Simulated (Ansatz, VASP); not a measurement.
# SnO in VASP and in Ansatz

File POSCAR:

```
SnO
1.0
    3.9091545137      0.0000000000      0.0000000000
    0.0000000000      3.9091545137      0.0000000000
    0.0000000000      0.0000000000      4.5745127643
Sn O
2 2
Direct
    0.0000000000      0.5000000000      0.2385000000
    0.5000000000      0.0000000000      0.7615000000
    0.0000000000      0.0000000000      0.0000000000
    0.5000000000      0.5000000000      0.0000000000
```

The input INCAR.step1:

```
SYSTEM = SnO
PREC     = Accurate       ! precision mode
ENCUT    = 520            ! plane-wave cutoff, eV
ISMEAR   = 0              ! smearing method
SIGMA    = 0.03           ! smearing width, eV
LREAL    = .False.        ! projectors in reciprocal space
LASPH    = .True.         ! aspherical terms in the spheres
NELM     = 100            ! most SCF steps
NBANDS   = 28             ! bands
GGA      = PE             ! functional
ALGO     = Normal         ! electronic algorithm
EDIFF    = 1E-4           ! SCF threshold, eV
LWAVE    = .True.         ! write WAVECAR
LCHARG   = .False.        ! write CHGCAR
```

The input INCAR.step2:

```
SYSTEM = SnO
PREC     = Accurate       ! precision mode
ENCUT    = 520            ! plane-wave cutoff, eV
EDIFF    = 1E-6           ! SCF threshold, eV
ISMEAR   = 0              ! smearing method
SIGMA    = 0.03           ! smearing width, eV
LREAL    = .False.        ! projectors in reciprocal space
LASPH    = .True.         ! aspherical terms in the spheres
NELM     = 100            ! most SCF steps
ALGO     = Normal         ! electronic algorithm
ISIF     = 2              ! what is computed and relaxed
LWAVE    = .False.        ! write WAVECAR
LCHARG   = .False.        ! write CHGCAR
METAGGA  = R2SCAN         ! meta-GGA
LMIXTAU  = .True.       
NBANDS   = 28             ! bands
ISTART   = 1
```

Contents of KPOINTS:

```
Automatic mesh
0
Gamma
  10 10 8
  0 0 0
```

Input for Ansatz:

```yaml
crystal:
  lattice:
    - [3.9091545137, 0.0, 0.0]
    - [0.0, 3.9091545137, 0.0]
    - [0.0, 0.0, 4.5745127643]
  atoms:
    - { symbol: Sn, position: [0.0, 0.5, 0.2385] }
    - { symbol: Sn, position: [0.5, 0.0, 0.7615] }
    - { symbol: O, position: [0.0, 0.0, 0.0] }
    - { symbol: O, position: [0.5, 0.5, 0.0] }
basis:
  ecutwfc: 500
kpoints:
  mp_grid: { grid: [10, 10, 8] }
hamiltonian:
  xc: r2scan
scf:
  occupations: { method: gaussian, width: 0.03 }
output:
  forces: true
  stress: true
  eigenvalues: true
```

Alike in both runs: task single point; functional r2SCAN; k mesh 10 × 10 × 8; occupations gaussian, width 0.03 eV; no spin polarisation.

|  | VASP | Ansatz |
| --- | --- | --- |
| version | VASP 6.6.1 | Ansatz 0.2.0 |
| potentials or method | VASP PAW PBE potentials, release 64 (Sn_d, O), cutoff 520 eV | scalar-relativistic, plane waves, PAW |
| valence electrons in the cell | 40 | 40 |

VASP gave:

| Property | Result |
| --- | --- |
| gap on the k mesh at the Fermi level (eV) | 0.57 |
| least direct gap on the mesh (eV) | 2.15 |
| pressure (GPa) | -0.8 |
| traceless stress, the component that is largest in VASP (GPa) | 3.92 |
| rms of the force components (eV/Å) | 0.124 |

Question: What did Ansatz give for the same quantities?

Answer: gap on the k mesh at the Fermi level (eV): 0.56; least direct gap on the mesh (eV): 2.16; pressure (GPa): -1.4; traceless stress, the component that is largest in VASP (GPa): 4.04; rms of the force components (eV/Å): 0.070.

VASP's potentials were made for PBE, not for r2SCAN. Atom by atom the forces differ by 0.054 eV/Å (rms over components).
